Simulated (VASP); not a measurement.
A run of VASP 6.6.1 is set up as follows.

INCAR

```
ALGO     = Normal         # electronic algorithm
EDIFF    = 1E-6           # SCF threshold, eV
ENCUT    = 520            # plane-wave cutoff, eV
GGA      = PE             # functional
ISIF     = 2              # what is computed and relaxed
ISMEAR   = 0              # smearing method
LASPH    = T              # aspherical terms in the spheres
LCHARG   = T              # write CHGCAR
LELF     = T              # ELF
LREAL    = F              # projectors in reciprocal space
LVHAR    = T            
LWAVE    = F              # write WAVECAR
NBANDS   = 11             # bands
NELM     = 60             # most SCF steps
PREC     = Accurate       # precision mode
SIGMA    = 0.05           # smearing width, eV
```

KPOINTS

```
k-points
0
Gamma
  12 12 12
```

Contents of POSCAR:

```
BN
1.0
    0.0000000000      1.6852010442      1.8795461122
    1.8795461122      0.0000000000      1.8795461122
    1.8795461122      1.6852010442      0.0000000000
B N
1 1
Direct
    0.0000000000      0.0000000000      0.0000000000
    0.7500000000      0.7500000000      0.7500000000
```

Potentials or basis: VASP PAW PBE potentials, release 64 (B, N).

Run with:

```console
$ cat potpaw_PBE.64/B/POTCAR potpaw_PBE.64/N/POTCAR > POTCAR
$ mpirun -np 1 vasp_std > vasp.out
```

Predict the pressure.

-0.1 GPa.

Predict the band gap on the k mesh.

2.74 eV, indirect (least direct gap 7.78 eV).

Stress tensor (GPa, compression positive):
```
-19.00   0.00   0.00
  0.00  37.76   0.00
  0.00   0.00 -19.00
```

 A k mesh can miss the band edges.
